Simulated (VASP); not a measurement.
Ti:

```
CELL_PARAMETERS angstrom
0.00000 2.03000 2.03000
2.03000 0.00000 2.03000
2.03000 2.03000 0.00000
ATOMIC_POSITIONS crystal
Ti 0.00000 0.00000 0.00000
```

- Program: VASP 6.6.1
- Task: relaxation of cell and atoms
- Functional: LDA
- Potentials or basis: VASP PAW LDA potentials, release 64 (Ti_sv)
- Cutoff: 600 eV
- k mesh: 18 × 18 × 18
- Occupations: gaussian, width 0.1 eV
- Spin: no spin polarisation

At the start: pressure -5.1 GPa; volume 16.73 Å³/atom.

Problem. How do energy, volume and symmetry change on relaxing?

Solution. Over 3 steps the energy falls by 12.2 meV/atom and the volume is 15.99 Å³/atom (-4.4 %); space group Fm-3m (No. 225, to 0.05 Å).

The path:
```csv
step,energy change (eV),largest force (eV/Å),pressure (GPa),volume (Å³)
1,0.0000,0.0000,-5.08,16.73
2,-0.0058,0.0000,4.12,15.48
3,-0.0122,0.0000,0.02,15.99
```

Final structure:
```
CELL_PARAMETERS angstrom
0.00000 1.99954 1.99954
1.99954 0.00000 1.99954
1.99954 1.99954 0.00000
ATOMIC_POSITIONS crystal
Ti 0.00000 0.00000 0.00000
```
